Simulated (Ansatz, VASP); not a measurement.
MoS2: VASP beside Ansatz

INCAR

```
SYSTEM = MoS2
ALGO     = Normal         ! electronic algorithm
EDIFF    = 1E-7           ! SCF threshold, eV
ENCUT    = 520            ! plane-wave cutoff, eV
GGA      = PS             ! functional
ISIF     = 2              ! what is computed and relaxed
ISMEAR   = 0              ! smearing method
LASPH    = .True.         ! aspherical terms in the spheres
LCHARG   = .True.         ! write CHGCAR
LELF     = .True.         ! ELF
LREAL    = .False.        ! projectors in reciprocal space
LVHAR    = .True.       
LWAVE    = .False.        ! write WAVECAR
NBANDS   = 35             ! bands
NELM     = 80             ! most SCF steps
PREC     = Accurate       ! precision mode
SIGMA    = 0.05           ! smearing width, eV
```

KPOINTS

```
k-points
0
Gamma
  10 10 2
  0 0 0
```

POSCAR

```
MoS2
1.0
   -3.1414322132      0.0000000000      0.0000000000
   -1.5707161066     -2.7205601009      0.0000000000
   -3.9266331949     -2.2670427321     12.5788195080
Mo S
2 4
Direct
    0.1250083333      0.1250083333      0.2500000000
    0.0416916667      0.0416916667      0.7500000000
   -0.1883573332     -0.1883573332      0.6260538420
    0.5616260001      0.5616260001      0.1260538420
   -0.3949260001     -0.3949260001      0.8739461580
    0.3550573332      0.3550573332      0.3739461580
```

Input for Ansatz:

```yaml
crystal:
  lattice:
    - [-3.1414322132, 0.0, 0.0]
    - [-1.5707161066, -2.7205601009, 0.0]
    - [-3.9266331949, -2.2670427321, 12.578819508]
  atoms:
    - { symbol: Mo, position: [0.1250083333, 0.1250083333, 0.25] }
    - { symbol: Mo, position: [0.0416916667, 0.0416916667, 0.75] }
    - { symbol: S, position: [-0.1883573332, -0.1883573332, 0.626053842] }
    - { symbol: S, position: [0.5616260001, 0.5616260001, 0.126053842] }
    - { symbol: S, position: [-0.3949260001, -0.3949260001, 0.873946158] }
    - { symbol: S, position: [0.3550573332, 0.3550573332, 0.373946158] }
basis:
  ecutwfc: 420
kpoints:
  mp_grid: { grid: [10, 10, 2] }
hamiltonian:
  xc: pbesol
scf:
  occupations: { method: gaussian, width: 0.05 }
output:
  forces: true
  stress: true
  eigenvalues: true
```

Alike in both runs: task single point; functional PBEsol; k mesh 10 × 10 × 2; occupations gaussian, width 0.05 eV; no spin polarisation.

```csv
,VASP,Ansatz
version,VASP 6.6.1,Ansatz 0.2.0
potentials or method,"VASP PAW PBE potentials, release 64 (Mo_sv, S), cutoff 520 eV","scalar-relativistic, plane waves, PAW"
valence electrons in the cell,52,52
```

```tsv
	VASP	Ansatz	Ansatz less VASP
gap on the k mesh at the Fermi level (eV)	1.00	0.99	-0.016
least direct gap on the mesh (eV)	1.97	1.96	-0.005
pressure (GPa)	0.3	0.3	+0.01
traceless stress, the component that is largest in VASP (GPa)	-0.46	-0.46	0.000
rms of the force components (eV/Å)	0.047	0.047	-0.0001
```

VASP's potentials were made for PBE, not for PBEsol. Atom by atom the forces differ by 0.000 eV/Å (rms over components). The functional is the same, so the differences come from potentials, cutoffs and numerics.
